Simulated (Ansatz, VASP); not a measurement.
## Two plane-wave programs on Ga

File INCAR:

```
SYSTEM = Ga
PREC     = Accurate       ! precision mode
ENCUT    = 600            ! plane-wave cutoff, eV
EDIFF    = 1E-6           ! SCF threshold, eV
ISMEAR   = -1             ! smearing method
SIGMA    = 0.05           ! smearing width, eV
LREAL    = .FALSE.        ! projectors in reciprocal space
LASPH    = .TRUE.         ! aspherical terms in the spheres
NELM     = 100            ! most SCF steps
ALGO     = Fast           ! electronic algorithm
ISIF     = 3              ! what is computed and relaxed
LWAVE    = .FALSE.        ! write WAVECAR
LCHARG   = .FALSE.        ! write CHGCAR
GGA      = PE             ! functional
IVDW     = 12             ! dispersion correction
IBRION   = 2              ! ionic algorithm
NSW      = 60             ! ionic steps
EDIFFG   = -0.01          ! ionic threshold
```

Contents of KPOINTS:

```
Automatic mesh
0
G
  10 10 8
  0 0 0
```

POSCAR

```
Ga
1.0
    1.3830000000     -4.0265000000      0.0000000000
    1.3830000000      4.0265000000      0.0000000000
   -0.1174474948      0.0000000000      3.3299294416
Ga
2
Direct
    0.1310000000      0.8690000000      0.7500000000
    0.8690000000      0.1310000000      0.2500000000
```

File input.yaml:

```yaml
crystal:
  lattice:
    - [1.383, -4.0265, 0.0]
    - [1.383, 4.0265, 0.0]
    - [-0.1174474948, 0.0, 3.3299294416]
  atoms:
    - { symbol: Ga, position: [0.131, 0.869, 0.75] }
    - { symbol: Ga, position: [0.869, 0.131, 0.25] }
hamiltonian:
  xc: pbe
  pseudopotentials: { kind: paw }
  dispersion: d3bj
kpoints:
  mp_grid: { grid: [10, 10, 8] }
scf:
  occupations: { method: fermi_dirac, width: 0.05 }
output:
  forces: true
  stress: true
  eigenvalues: true
relax:
  f_tol: 0.01
  max_steps: 40
  cell: { stress_tol: 0.05 }
```

Alike in both runs: task relaxation of cell and atoms; functional PBE; dispersion D3(BJ); k mesh 10 × 10 × 8; occupations fermi-dirac, width 0.05 eV; no spin polarisation.

```csv
,VASP,Ansatz
version,VASP 6.6.1,Ansatz 0.2.0
potentials or method,"VASP PAW PBE potentials, release 64 (Ga_d)",Ansatz PAW
plane-wave cutoff (eV),600,420
valence electrons in the cell,26,26
```

|  | VASP | Ansatz | Ansatz less VASP |
| --- | --- | --- | --- |
| gap on the k mesh at the Fermi level, each at its own relaxed structure (eV) | none | none | - |
| relaxed volume (Å³/atom) | 18.23 | 18.19 | -0.039 |
| relaxed length of the cell vector where the two differ most in proportion (Å) | 4.286 | 4.279 | -0.0070 |

A gap of «none» marks a metal or a gap that the smearing closes.

Noted on Ansatz's run: the plane-wave basis is chosen anew once the cell has moved, so the energies of steps on either side of that aren't comparable.
